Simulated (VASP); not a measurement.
Set up this calculation in VASP 6.6.1, as the native input.

| Quantity | Value |
| --- | --- |
| Task | single point |
| Functional | LDA |
| Potentials or basis | VASP PAW LDA potentials, release 64 (N, F, Na_pv) |
| Cutoff | 520 eV |
| k mesh | 2 × 2 × 2, shifted |
| Occupations | fermi-dirac, width 0.05 eV |
| Spin | no spin polarisation |
| Dipole correction | no |
| Further INCAR settings | LREAL = Auto; ALGO = Normal; EDIFF = 1e-06; NBANDS = 69; ISYM = -1 |

The structure of Na8NF7 (a cell with a defect) lies in POSCAR:

```
Na8NF7
1.0
    0.0000000000      4.6300000000      4.6300000000
    4.6300000000      0.0000000000      4.6300000000
    4.6300000000      4.6300000000      0.0000000000
N F Na
1 7 8
Direct
    0.7394780000      0.2525760000      0.2465360000
    0.2501720000      0.7665470000      0.7351600000
    0.2734550000      0.7270410000      0.2452190000
    0.7419330000      0.2507300000      0.7494860000
    0.2180310000      0.2692920000      0.7473510000
    0.7462180000      0.7514490000      0.2384240000
    0.2370830000      0.2508940000      0.2437570000
    0.7446690000      0.7633970000      0.7508800000
    0.0044330000      0.0288520000      0.9628100000
    0.4933090000      0.4995680000      0.5156900000
    0.0010560000      0.9863130000      0.5093900000
    0.5121290000      0.5141740000      0.9971480000
    0.0056220000      0.4976270000      0.0033160000
    0.4974670000      0.0004330000      0.4832400000
    0.5225940000      0.0211640000      0.9852420000
    0.0008720000      0.5231790000      0.5053210000
```

The input as run:

INCAR

```
SYSTEM = Na8NF7
PREC     = Accurate       ! precision mode
ENCUT    = 520            ! plane-wave cutoff, eV
EDIFF    = 1E-6           ! SCF threshold, eV
ISMEAR   = -1             ! smearing method
SIGMA    = 0.05           ! smearing width, eV
LREAL    = Auto         
LASPH    = .True.         ! aspherical terms in the spheres
NELM     = 120            ! most SCF steps
ALGO     = Normal         ! electronic algorithm
ISIF     = 2              ! what is computed and relaxed
LWAVE    = .False.        ! write WAVECAR
LCHARG   = .True.         ! write CHGCAR
LELF     = .True.         ! ELF
LVHAR    = .True.       
NBANDS   = 69             ! bands
GGA_COMPAT= .False.      
ISYM     = -1
```

KPOINTS

```
explicit points
4
Reciprocal
  0.25000000   0.25000000   0.25000000 2
  0.25000000   0.25000000   0.75000000 2
  0.25000000   0.75000000   0.25000000 2
  0.25000000   0.75000000   0.75000000 2
```

Potentials or basis: VASP PAW LDA potentials, release 64 (N, F, Na_pv).

The run is started by

```console
$ cat potpaw_LDA.64/N/POTCAR potpaw_LDA.64/F/POTCAR potpaw_LDA.64/Na_pv/POTCAR > POTCAR
$ mpirun -np 1 vasp_std > vasp.out
```

It gave:

- Pressure: -1.2 GPa
- Largest force: 0.935 eV/Å
- Band gap on the k mesh: zero (bands 55 and 56 overlap by 0.07 eV)

Run time: 100 s on 1 thread of Intel Xeon 8259CL, with other jobs on the host, peak memory 0.28 GiB.
